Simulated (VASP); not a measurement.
# CsSrF3 (R-3m) in VASP: notebook

The runs below take CsSrF3 through single point, with LDA.

Everything below comes from runs of VASP 6.6.1. Logs are shortened: lines on timing, memory, paths and dates and some standing lists are left out, and cuts for length are marked.

**1. The cell of the first run**

It takes space group R-3m (No. 166, trigonal). Conventional cell: a = 7.111 Å, b = 7.111 Å, c = 7.403 Å, α = 90.00°, β = 90.00°, γ = 120.00°. Cs (site symmetry -3m) has 12 F at 3.21 to 3.56 Å and 2 Sr at 3.70 Å within 4.2 Å. Sr (site symmetry -3m) has 6 F at 2.40 Å within 3.2 Å. Within 3.2 Å of F (site symmetry 2/m) lie 2 Sr at 2.40 Å.

**2. Single point, LDA**

Contents of INCAR:

```
SYSTEM = CsSrF3
  ALGO = Normal
  EDIFF = 1E-6
  ENCUT = 520
  ISIF = 2
  ISMEAR = 0
  LASPH = .TRUE.
  LCHARG = .FALSE.
  LREAL = .FALSE.
  LWAVE = .FALSE.
  NBANDS = 28
  NELM = 60
  PREC = Accurate
  SIGMA = 0.05
```

Contents of KPOINTS:

```
k-points
0
G
  6 6 6
  0 0 0
```

Contents of POSCAR:

```
CsSrF3
1.0
    4.7769834160     -0.2514201798     -0.2514201798
   -0.2514201798      4.7769834160     -0.2514201798
   -0.2514201798     -0.2514201798      4.7769834160
Cs Sr F
1 1 3
Direct
    0.0000000000      0.0000000000      0.0000000000
    0.5000000000      0.5000000000      0.5000000000
    0.0000000000      0.5000000000      0.5000000000
    0.5000000000      0.0000000000      0.5000000000
    0.5000000000      0.5000000000      0.0000000000
```

Potentials or basis: VASP PAW LDA potentials, release 64 (Cs_sv, Sr_sv, F).

The run is started by

```console
$ cat potpaw_LDA.64/Cs_sv/POTCAR potpaw_LDA.64/Sr_sv/POTCAR potpaw_LDA.64/F/POTCAR > POTCAR
$ mpirun -np 1 vasp_std > vasp.out
```

OUTCAR:

```text
SYSTEM = CsSrF3
   EDIFF = 1E-6
   ENCUT = 520
   ISIF = 2
   ISMEAR = 0
   LASPH = .TRUE.
   LREAL = .FALSE.
   NELM = 60
   PREC = Accurate

 ion  position               nearest neighbor table
   1  0.000  0.000  0.000-   2 3.70   2 3.70
   2  0.500  0.500  0.500-   3 2.40   4 2.40   5 2.40   5 2.40   4 2.40   3 2.40   1 3.70   1 3.70

   3  0.000  0.500  0.500-   2 2.40   2 2.40
   4  0.500  0.000  0.500-   2 2.40   2 2.40
   5  0.500  0.500  0.000-   2 2.40   2 2.40

  LATTYP: Found a trigonal (rhomboedric) cell.
 ALAT       =     4.7901977799
 COS(alpha) =    -0.1019283747

  Lattice vectors:

 A1 = (   4.7769834160,  -0.2514201798,  -0.2514201798)
 A2 = (  -0.2514201798,   4.7769834160,  -0.2514201798)
 A3 = (  -0.2514201798,  -0.2514201798,   4.7769834160)

Analysis of symmetry for initial positions (statically):
=====================================================================
 Subroutine PRICEL returns:
 Original cell was already a primitive cell.

 Routine SETGRP: Setting up the symmetry group for a
 trigonal (rhombohedral) supercell.

 Subroutine GETGRP returns: Found 12 space group operations
 (whereof 12 operations were pure point group operations)
 out of a pool of 12 trial point group operations.

The static configuration has the point symmetry D_3d.

Analysis of symmetry for dynamics (positions and initial velocities):
=====================================================================
 Subroutine PRICEL returns:
 Original cell was already a primitive cell.

 Routine SETGRP: Setting up the symmetry group for a
 trigonal (rhombohedral) supercell.

 Subroutine GETGRP returns: Found 12 space group operations
 (whereof 12 operations were pure point group operations)
 out of a pool of 12 trial point group operations.

The dynamic configuration has the point symmetry D_3d.

 Subroutine INISYM returns: Found 12 space group operations
 (whereof 12 operations are pure point group operations),
 and found     1 'primitive' translations

----------------------------------------------------------------------------------------

                                     Primitive cell

  volume of cell :     108.0710

  direct lattice vectors                    reciprocal lattice vectors
     4.776983416 -0.251420180 -0.251420180     0.210568525  0.011698251  0.011698251
    -0.251420180  4.776983416 -0.251420180     0.011698251  0.210568525  0.011698251
    -0.251420180 -0.251420180  4.776983416     0.011698251  0.011698251  0.210568525

  length of vectors
[... 85 lines left out ...]
   LASPH  =      T    aspherical Exc in radial PAW
   ENCUT  =  520.0 eV  38.22 Ry    6.18 a.u.   8.91  8.91  8.91*2*pi/ulx,y,z
   NELM   =     60;   NELMIN=  2; NELMDL= -5     # of ELM steps
   EDIFF  = 0.1E-05   stopping-criterion for ELM
   LREAL  =      F    real-space projection
   EDIFFG = 0.1E-04   stopping-criterion for IOM
   NSW    =      0    number of steps for IOM
   IBRION =     -1    ionic relax: 0-MD 1-quasi-New 2-CG
   NFREE  =      0    steps in history (QN), initial steepest desc. (CG)
   ISIF   =      2    stress and relaxation
   ISYM   =      2    0-nonsym 1-usesym 2-fastsym
   POTIM  = 0.5000    time-step for ionic-motion
   TEBEG  =    0.0;   TEEND  =   0.0 temperature during run
   PSTRESS=    0.0 pullay stress
   NELECT =      40.0000    total number of electrons
   NUPDOWN=      -1.0000    fix difference up-down
   EMIN   =  10.00;   EMAX   =-10.00  energy-range for DOS
   EFERMI =   0.00;   METHOD = LEGACY
   ISMEAR =     0;   SIGMA  =   0.05  broadening in eV -4-tet -1-fermi 0-gaus
   EFERMI_NEDOS =   21; number of points for ismear=-14 and -15
   IALGO  =     38    algorithm
   IMIX   =      4    mixing-type and parameters
     AMIX     =   0.40;   BMIX     =  1.00
     AMIX_MAG =   1.60;   BMIX_MAG =  1.00
  volume/ion in A,a.u.               =      21.61       145.86
  Fermi-wavevector in a.u.,A,eV,Ry     =   1.175416  2.221215 18.797858  1.381604
  Thomas-Fermi vector in A             =   2.311797
   LORBIT       =      0    0 simple, 1 ext, 2 COOP (PROOUT), +10 PAW based schemes
   GGA     = CA    functional components
   LHFCALC =     F    Hartree Fock is set to
   AEXX    =    0.0000 exact exchange contribution
   IVDW    =     0    specifies the selected vdW correction
   LEPSILON=     F    determine dielectric tensor
   LRPA    =     F    only Hartree local field effects (RPA)
 non-spin polarized calculation
 Gauss-broadening in eV      SIGMA  =   0.05
  energy-cutoff  :      520.00
  volume of cell :      108.07
 maximum number of plane-waves:      2926
   NGX = 17   NGY = 17   NGZ = 17

 number of electron      39.9999977 magnetization

 Free energy of the ion-electron system (eV)
  ---------------------------------------------------
  ext. energy  EPLUGINS =         0.00000000
  ---------------------------------------------------
  free energy    TOTEN  =       -26.95543882 eV

  energy without entropy =      -26.95543882  energy(sigma->0) =      -26.95543882

 E-fermi :  -2.0776     XC(G=0):  -9.0778

 val. band max:       -2.3873310550   @ k =   0.0000   0.0000   0.0000
 cond. band min:       3.5122334297   @ k =   0.0000   0.0000   0.0000
 fundamental gap:      5.8995644847
 Fermi energy:        -2.0776323726

 k-point     1 :       0.0000    0.0000    0.0000
  band No.  band energies     occupation
      1     -32.2262      2.00000
      2     -21.0697      2.00000
      3     -20.9456      2.00000
      4     -20.9456      2.00000
      5     -20.2017      2.00000
      6     -14.6867      2.00000
[... 733 lines left out ...]
     27       7.9715      0.00000
     28       9.0601      0.00000

 [... further k-points ...]
[... 5 lines left out ...]
  --------------------------------------------------------------------------------------
  -------------------------------------------------------------------------------------
  Total       -2.1665035     -2.1665035     -2.1665035      1.0851606      1.0851606      1.0851606
  in kB      -32.1189003    -32.1189003    -32.1189003     16.0877500     16.0877500     16.0877500
  external PRESSURE =     -32.1189003 kB  Pullay stress =       0.0000000 kB

 VOLUME and BASIS-vectors are now :
 -----------------------------------------------------------------------------
  energy-cutoff  :      520.00
  volume of cell :      108.07
      direct lattice vectors                 reciprocal lattice vectors
     4.776983416 -0.251420180 -0.251420180     0.210568525  0.011698251  0.011698251
    -0.251420180  4.776983416 -0.251420180     0.011698251  0.210568525  0.011698251
    -0.251420180 -0.251420180  4.776983416     0.011698251  0.011698251  0.210568525

 POSITION                                       TOTAL-FORCE (eV/Angst)
 -----------------------------------------------------------------------------------
      0.00000      0.00000      0.00000         0.000000     -0.000000     -0.000000
      2.13707      2.13707      2.13707         0.000000      0.000000     -0.000000
     -0.25142      2.26278      2.26278        -0.000000      0.000000     -0.000000
      2.26278     -0.25142      2.26278         0.000000     -0.000000      0.000000
      2.26278      2.26278     -0.25142        -0.000000      0.000000      0.000000
 -----------------------------------------------------------------------------------
    total drift:                                0.000000      0.000000      0.000000

  FREE ENERGIE OF THE ION-ELECTRON SYSTEM (eV)
  ---------------------------------------------------
  free  energy   TOTEN  =       -26.9554388166 eV

  energy  without entropy=      -26.9554388166  energy(sigma->0) =      -26.95543882
```

OSZICAR:

```text
N       E                     dE             d eps       ncg     rms          rms(c)
DAV:   1     0.269618561013E+03    0.26962E+03   -0.21312E+04  1792   0.133E+03
DAV:   2    -0.118114754643E+02   -0.28143E+03   -0.27322E+03  2212   0.298E+02
DAV:   3    -0.294830459934E+02   -0.17672E+02   -0.17614E+02  2300   0.756E+01
DAV:   4    -0.302749582084E+02   -0.79191E+00   -0.79057E+00  3088   0.980E+00
DAV:   5    -0.302801617763E+02   -0.52036E-02   -0.52034E-02  2212   0.750E-01    0.205E+01
DAV:   6    -0.271727710601E+02    0.31074E+01   -0.11725E+01  2004   0.252E+01    0.178E+01
DAV:   7    -0.270848478754E+02    0.87923E-01   -0.15525E+00  2336   0.613E+00    0.885E+00
DAV:   8    -0.269743165103E+02    0.11053E+00   -0.22785E-01  2276   0.335E+00    0.129E+00
DAV:   9    -0.269566572752E+02    0.17659E-01   -0.75844E-02  2304   0.147E+00    0.421E-01
DAV:  10    -0.269555614031E+02    0.10959E-02   -0.12605E-02  2320   0.672E-01    0.292E-01
DAV:  11    -0.269554462175E+02    0.11519E-03   -0.57593E-04  2468   0.146E-01    0.553E-02
DAV:  12    -0.269554408704E+02    0.53471E-05   -0.14063E-04  2328   0.643E-02    0.169E-02
DAV:  13    -0.269554389086E+02    0.19617E-05   -0.31158E-05  2308   0.310E-02    0.503E-03
DAV:  14    -0.269554388166E+02    0.92048E-07   -0.33491E-06  1832   0.108E-02
   1 F= -.26955439E+02 E0= -.26955439E+02  d E =-.360570E-20
```

It took 49 s on 1 thread of Intel Xeon 6975P-C (Granite Rapids), shared host; peak memory 0.23 GiB.

Results:

```yaml
Free_energy: -26.9554 eV
Pressure: -3.2 GPa
Band_gap_on_the_k_mesh: 5.90 eV, direct
```

Caveat: spin-orbit coupling is left out, which moves the levels of the heavy elements. A k mesh can miss the band edges.

**3. Single point, LDA**

Contents of INCAR:

```
SYSTEM = CsSrF3
  ALGO = Normal
  EDIFF = 1E-6
  ENCUT = 520
  GGA = CA
  ISIF = 2
  ISMEAR = 0
  LASPH = .True.
  LCHARG = .False.
  LREAL = .False.
  LWAVE = .False.
  NBANDS = 28
  NELM = 80
  PREC = Accurate
  SIGMA = 0.05
```

Contents of KPOINTS:

```
k-points
0
Gamma
  6 6 6
  0 0 0
```

Edit POSCAR of step 2 so:

```diff
@@ -2,5 +2,5 @@
 1.0
-    4.7769834160     -0.2514201798     -0.2514201798
-   -0.2514201798      4.7769834160     -0.2514201798
-   -0.2514201798     -0.2514201798      4.7769834160
+    4.7812128543      0.2988258034      0.2988258034
+    0.2988258034      4.7812128543      0.2988258034
+    0.2988258034      0.2988258034      4.7812128543
 Cs Sr F
```

Potentials or basis: VASP PAW LDA potentials, release 64 (Cs_sv, Sr_sv, F).

The run is started by

```console
$ cat potpaw_LDA.64/Cs_sv/POTCAR potpaw_LDA.64/Sr_sv/POTCAR potpaw_LDA.64/F/POTCAR > POTCAR
$ mpirun -np 1 vasp_std > vasp.out
```

Run time: 46 s. Hardware: 1 thread of Intel Xeon 6975P-C (Granite Rapids), shared host; peak memory 0.23 GiB.

Results (log left out):

```
Free energy            : -26.9331 eV
Pressure               : -3.3 GPa
Band gap on the k mesh : 5.77 eV, indirect (the least direct gap lies 4.0 meV higher)
```

Stress tensor (GPa, compression positive):
```
-3.25 -1.56 -1.56
-1.56 -3.25 -1.56
-1.56 -1.56 -3.25
```

Levels at points of the mesh, in eV from the valence-band top:
```tsv
k point	band 17	band 18	band 19	band 20	band 21	band 22	band 23	band 24
(0.00, 0.00, 0.00)	-0.30	-0.18	0.00	0.00	5.77	7.03	7.03	8.37
(0.50, 0.00, 0.00)	-0.44	-0.40	-0.19	-0.07	7.47	8.07	8.51	9.25
(0.50, 0.50, 0.00)	-0.38	-0.26	-0.18	-0.05	7.55	8.20	8.37	9.22
(0.50, 0.50, 0.50)	-0.58	-0.15	0.00	0.00	8.26	8.26	8.35	9.59
```

Caveat: spin-orbit coupling is left out, which moves the levels of the heavy elements.

**4. Single point, LDA**

This run uses another cell than the first one, of the same volume but with other edges.

Contents of INCAR:

```
SYSTEM = CsSrF3
ALGO     = Normal         ! electronic algorithm
EDIFF    = 1E-6           ! SCF threshold, eV
ENCUT    = 520            ! plane-wave cutoff, eV
ISIF     = 2              ! what is computed and relaxed
ISMEAR   = 0              ! smearing method
LASPH    = .TRUE.         ! aspherical terms in the spheres
LCHARG   = .FALSE.        ! write CHGCAR
LREAL    = .FALSE.        ! projectors in reciprocal space
LWAVE    = .FALSE.        ! write WAVECAR
NBANDS   = 28             ! bands
NELM     = 80             ! most SCF steps
PREC     = Accurate       ! precision mode
SIGMA    = 0.05           ! smearing width, eV
```

Contents of KPOINTS:

```
k-points
0
G
  6 6 6
  0 0 0
```

Edit POSCAR of step 3 so:

```diff
@@ -2,5 +2,5 @@
 1.0
-    4.7812128543      0.2988258034      0.2988258034
-    0.2988258034      4.7812128543      0.2988258034
-    0.2988258034      0.2988258034      4.7812128543
+    4.9222907805      0.9312442017      0.9312442017
+    0.9312442017      4.9222907805      0.9312442017
+    0.9312442017      0.9312442017      4.9222907805
 Cs Sr F
```

Potentials or basis: VASP PAW LDA potentials, release 64 (Cs_sv, Sr_sv, F).

The run is started by

```console
$ cat potpaw_LDA.64/Cs_sv/POTCAR potpaw_LDA.64/Sr_sv/POTCAR potpaw_LDA.64/F/POTCAR > POTCAR
$ mpirun -np 1 vasp_std > vasp.out
```

OUTCAR:

```text
SYSTEM = CsSrF3
   EDIFF = 1E-6
   ENCUT = 520
   ISIF = 2
   ISMEAR = 0
   LASPH = .TRUE.
   LREAL = .FALSE.
   NELM = 80
   PREC = Accurate

 ion  position               nearest neighbor table
   1  0.000  0.000  0.000-   2 3.80   2 3.80   2 3.80   2 3.80   2 3.80   2 3.80
   2  0.500  0.500  0.500-   3 2.55   4 2.55   5 2.55   5 2.55   4 2.55   3 2.55   1 3.80   1 3.80
                             1 3.80   1 3.80   1 3.80   1 3.80
   3  0.000  0.500  0.500-   2 2.55   2 2.55
   4  0.500  0.000  0.500-   2 2.55   2 2.55
   5  0.500  0.500  0.000-   2 2.55   2 2.55
[... 950 lines left out ...]
  -------------------------------------------------------------------------------------
  Total       -2.1703916     -2.1703916     -2.1703916     -4.1097280     -4.1097280     -4.1097280
  in kB      -32.1765429    -32.1765429    -32.1765429    -60.9276399    -60.9276399    -60.9276399
  external PRESSURE =     -32.1765429 kB  Pullay stress =       0.0000000 kB

 VOLUME and BASIS-vectors are now :
 -----------------------------------------------------------------------------
  energy-cutoff  :      520.00
  volume of cell :      108.07
      direct lattice vectors                 reciprocal lattice vectors
     4.922290781  0.931244202  0.931244202     0.216170140 -0.034390704 -0.034390704
     0.931244202  4.922290781  0.931244202    -0.034390704  0.216170140 -0.034390704
     0.931244202  0.931244202  4.922290781    -0.034390704 -0.034390704  0.216170140

 POSITION                                       TOTAL-FORCE (eV/Angst)
 -----------------------------------------------------------------------------------
      0.00000      0.00000      0.00000         0.000000     -0.000000      0.000000
      3.39239      3.39239      3.39239        -0.000000      0.000000     -0.000000
      0.93124      2.92677      2.92677        -0.000000      0.000000      0.000000
      2.92677      0.93124      2.92677         0.000000     -0.000000     -0.000000
      2.92677      2.92677      0.93124         0.000000     -0.000000      0.000000
 -----------------------------------------------------------------------------------
    total drift:                               -0.000000     -0.000000     -0.000000

  FREE ENERGIE OF THE ION-ELECTRON SYSTEM (eV)
  ---------------------------------------------------
  free  energy   TOTEN  =       -25.2781586327 eV

  energy  without entropy=      -25.2781586327  energy(sigma->0) =      -25.27815863
```

OSZICAR:

```text
N       E                     dE             d eps       ncg     rms          rms(c)
DAV:   1     0.269180254836E+03    0.26918E+03   -0.21164E+04  1792   0.133E+03
DAV:   2    -0.109202209190E+02   -0.28010E+03   -0.27196E+03  2292   0.297E+02
DAV:   3    -0.285823029327E+02   -0.17662E+02   -0.17606E+02  2280   0.757E+01
DAV:   4    -0.292834061547E+02   -0.70110E+00   -0.69978E+00  3060   0.944E+00
DAV:   5    -0.292899196191E+02   -0.65135E-02   -0.65131E-02  2228   0.842E-01    0.147E+01
DAV:   6    -0.256258380613E+02    0.36641E+01   -0.13596E+01  1976   0.262E+01    0.124E+01
DAV:   7    -0.254539801528E+02    0.17186E+00   -0.14185E+00  2176   0.600E+00    0.672E+00
DAV:   8    -0.252932284955E+02    0.16075E+00   -0.33202E-01  2204   0.394E+00    0.955E-01
DAV:   9    -0.252771955852E+02    0.16033E-01   -0.93246E-02  2648   0.168E+00    0.319E-01
DAV:  10    -0.252783410772E+02   -0.11455E-02   -0.15149E-02  2152   0.704E-01    0.203E-01
DAV:  11    -0.252781430577E+02    0.19802E-03   -0.18162E-03  2120   0.249E-01    0.395E-02
DAV:  12    -0.252781561839E+02   -0.13126E-04   -0.11694E-04  2416   0.513E-02    0.254E-02
DAV:  13    -0.252781583489E+02   -0.21650E-05   -0.45167E-06  2712   0.951E-03    0.920E-03
DAV:  14    -0.252781586327E+02   -0.28381E-06   -0.38006E-07  1636   0.312E-03
   1 F= -.25278159E+02 E0= -.25278159E+02  d E =-.363829E-18
```

Run time: 75 s. Hardware: 1 thread of Intel Xeon 6975P-C (Granite Rapids), shared host; peak memory 0.26 GiB.

Results:

| Property | Result |
| --- | --- |
| Free energy | -25.2782 eV |
| Pressure | -3.2 GPa |
| Band gap on the k mesh | 3.50 eV, direct |

Caveat: spin-orbit coupling is left out, which moves the levels of the heavy elements.

(Part 1 of 2 ends here.)
